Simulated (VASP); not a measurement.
Set up this calculation in VASP 6.6.1, as the native input.

```yaml
Task: electric field gradients
Functional: PBEsol
Potentials_or_basis: VASP PAW PBE potentials, release 64 (Al, N)
Cutoff: 520 eV
k_mesh: 11 × 11 × 6
Occupations: fermi-dirac, width 0.02 eV
Spin: no spin polarisation
Dipole_correction: no
Further_INCAR_settings: ALGO = Normal; EDIFF = 1e-08; NBANDS = 16
```

The structure of AlN lies in POSCAR:

```
AlN
1.0
    3.1519410852      0.0000000000      0.0000000000
   -1.5759705426      2.7296610510      0.0000000000
    0.0000000000      0.0000000000      5.0435075122
Al N
2 2
Direct
    0.3333333333      0.6666666667      0.0000000000
    0.6666666667      0.3333333333      0.5000000000
    0.3333333333      0.6666666667      0.3850000000
    0.6666666667      0.3333333333      0.8850000000
```

The input as run:

INCAR

```
SYSTEM = AlN
ALGO = Normal
EDIFF = 1E-8
ENCUT = 520
GGA = PS
ISIF = 2
ISMEAR = -1
LASPH = .True.
LCHARG = .False.
LEFG = .True.
LREAL = .False.
LWAVE = .False.
NBANDS = 16
NELM = 80
PREC = Accurate
SIGMA = 0.02
```

KPOINTS

```
k-points
0
Gamma
  11 11 6
  0 0 0
```

Potentials or basis: VASP PAW PBE potentials, release 64 (Al, N).

Run with:

```sh
$ cat potpaw_PBE.64/Al/POTCAR potpaw_PBE.64/N/POTCAR > POTCAR
$ mpirun -np 1 vasp_std > vasp.out
```

Results of the run:

```json
{
  "Pressure": "-6.9 GPa",
  "Largest force": "0.175 eV/Å",
  "Band gap on the k mesh": "3.75 eV",
  "Largest electric field gradient by atom": "Al +8.1; N +0.4 V/Å²"
}
```

Caveat: the cell stands under tension; without QUAD_EFG the Cq values of the log hold for a quadrupole moment of 1 mb, not for the nuclei; the PAW data sets were made with another functional, which shifts forces and pressure a little; an odd mesh through Γ misses points on the zone boundary, where band edges can lie.

It took 52 s on 1 thread of Intel Xeon 8259CL (shared host), peak memory 0.17 GiB.
